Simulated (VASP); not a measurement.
## AgH8O4F: single point with PBE+D3(BJ)

AgH8O4F:

```
O H Ag F
1.0
     5.47370    0.00000    0.00000
     0.00000    5.47370    0.00000
     0.00000    0.00000    5.47370
O H Ag F
4 8 1 1
Direct
  0.79197 0.70340 0.22959
  0.50518 0.27258 0.69357
  0.36544 0.98484 0.21991
  0.91459 0.03372 0.91015
  0.87834 0.57042 0.30064
  0.62177 0.68926 0.26509
  0.39463 0.39058 0.60277
  0.41257 0.21724 0.83930
  0.44188 0.06878 0.35457
  0.21203 0.06800 0.20164
  0.77237 0.13346 0.85719
  0.86950 0.92216 0.05347
  0.06602 0.80638 0.64008
  0.17836 0.50079 0.43106
```

| Property | Result |
| --- | --- |
| Program | VASP 6.6.1 |
| Task | single point |
| Functional | PBE |
| Dispersion | D3(BJ) |
| Potentials or basis | VASP PAW PBE potentials, release 64 (O, H, Ag, F) |
| Cutoff | 520 eV |
| k mesh | 1 × 1 × 1 |
| Occupations | fermi-dirac, width 0.02 eV |
| Spin | no spin polarisation |
| Dipole correction | no |
| Further INCAR settings | ALGO = Normal; EDIFF = 1e-06; NBANDS = 38 |

```json
{
 "Pressure": "0.0 GPa",
 "Largest force": "1.720 eV/Å",
 "Band gap on the k mesh": "3.09 eV",
 "Dispersion energy per atom": "-0.050 eV"
}
```

Forces on the atoms (eV/Å):
```
O   -0.103  1.300 -0.781
O   -0.283 -0.139  0.381
O    0.387 -0.380 -0.500
O   -0.122  0.221  0.703
H    1.179 -1.147  0.503
H   -1.149  0.007  0.049
H   -0.039 -0.464  0.256
H    0.118  0.295 -0.646
H    0.363  0.448  0.741
H   -0.656  0.354 -0.218
H    0.350 -0.277 -0.035
H   -0.264  0.165 -0.749
Ag   0.012 -0.318  0.074
F    0.209 -0.066  0.222
```

Stress tensor (GPa, compression positive):
```
 0.19 -0.42  0.31
-0.42  0.50  0.68
 0.31  0.68 -0.59
```

Levels at points of the mesh, in eV from the valence-band top:
```tsv
k point	band 21	band 22	band 23	band 24	band 25	band 26	band 27	band 28	band 29	band 30
(0.00, 0.00, 0.00)	-1.10	-0.97	-0.79	-0.49	0.00	3.09	6.95	7.24	7.48	8.72
```

It took 17 s on 1 thread of Intel(R) Xeon(R) Platinum 8375C CPU @ 2.90GHz (Ice Lake) (shared host), peak memory 0.25 GiB.

Caveat: the k points lie up to 1.15 Å⁻¹ apart.
